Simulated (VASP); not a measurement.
CoSn2: single point with PBEsol

CoSn2:

```xyz
6
Lattice="-3.1825 3.1825 2.7285 3.1825 -3.1825 2.7285 3.1825 3.1825 -2.7285" Properties=species:S:1:pos:R:3 pbc="T T T"
Co    0.0000    0.0000    1.3642
Co    0.0000    0.0000    4.0927
Sn    1.0057    4.1882    0.0000
Sn    2.1768    1.0057    0.0000
Sn    2.1768   -1.0057    2.7285
Sn    1.0057    2.1768    2.7285
```

| Item | Value |
| --- | --- |
| Program | VASP 6.6.1 |
| Task | single point |
| Functional | PBEsol |
| Potentials or basis | VASP PAW PBE potentials, release 64 (Co, Sn_d) |
| Cutoff | 520 eV |
| k mesh | 6 × 6 × 6, shifted |
| Occupations | gaussian, width 0.1 eV |
| Spin | no spin polarisation |
| Dipole correction | no |
| Further INCAR settings | ALGO = Fast; EDIFF = 1e-07; NBANDS = 46 |

- Pressure: -4.0 GPa
- Largest force: 0.871 eV/Å
- Band gap on the k mesh: zero (band 37 reaches 11.18 eV, above the bottom of band 38 at 9.77 eV)

Forces on the atoms (eV/Å):
```
Co   0.000  0.000  0.000
Co   0.000  0.000  0.000
Sn   0.616  0.616  0.000
Sn  -0.616  0.616  0.000
Sn  -0.616 -0.616  0.000
Sn   0.616 -0.616  0.000
```

Stress tensor (GPa, compression positive):
```
-3.69  0.00  0.00
 0.00 -3.69  0.00
 0.00  0.00 -4.76
```

Levels at points of the mesh, in eV from the Fermi level:
| k point | band 35 | band 36 | band 37 | band 38 | band 39 | band 40 |
| --- | --- | --- | --- | --- | --- | --- |
| (0.08, 0.08, 0.08) | -0.99 | -0.48 | -0.45 | -0.36 | 0.45 | 1.05 |

Wall time 3.4 min on 1 thread of Intel Xeon 6975P-C, with other jobs on the host, peak memory 0.3 GiB.

Caveat: the PAW data sets were made with another functional, which shifts forces and pressure a little; spin-orbit coupling is left out, which moves the levels of the heavy elements. Spin polarisation is off, so any magnetic state and its effect on volume and gap are missing.
